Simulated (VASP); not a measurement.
A run of VASP 6.6.1 is set up as follows.

File INCAR:

```
SYSTEM = CoO
PREC = Accurate
ENCUT = 520
EDIFF = 1E-6
ISMEAR = 0
SIGMA = 0.02
LREAL = .False.
LASPH = .True.
NELM = 150
ALGO = Normal
ISIF = 2
LWAVE = .False.
LCHARG = .False.
ISPIN = 2
MAGMOM = -2.54 2.54 0.12 -0.12
LORBIT = 11
LMAXMIX = 4
LDAU = .True.
LDAUTYPE = 2
LDAUL = 2 -1
LDAUU = 3.32 0
LDAUJ = 0 0
LDAUPRINT = 1
GGA = PE
NBANDS = 27
```

Contents of KPOINTS:

```
regular mesh
0
Gamma
  12 12 6
  0 0 0
```

POSCAR

```
CoO
1.0
    3.1062782829      0.0000000000      0.0000000000
   -1.5531391415      2.6901159042      0.0000000000
    0.0000000000      0.0000000000      5.1221359720
Co O
2 2
Direct
    0.0000000000      0.0000000000      0.0038700048
    0.3333333333      0.6666666667      0.5038699779
    0.0000000000      0.0000000000      0.3711304957
    0.3333333333      0.6666666667      0.8711305216
```

Potentials or basis: VASP PAW PBE potentials, release 64 (Co, O).

Run with:

```console
$ cat potpaw_PBE.64/Co/POTCAR potpaw_PBE.64/O/POTCAR > POTCAR
$ mpirun -np 1 vasp_std > vasp.out
```

(1) Predict the pressure.

(2) Predict the site moments.

(3) Predict the net moment.

(4) Estimate the band gap on the k mesh.

Answers

(1) 22.0 GPa.

(2) Co -2.58, +2.58; O +0.10, -0.10 μB.

(3) 0.00 μB per cell.

(4) 1.21 eV (least direct gap 1.31 eV).

Caveat: the cell stands under pressure.
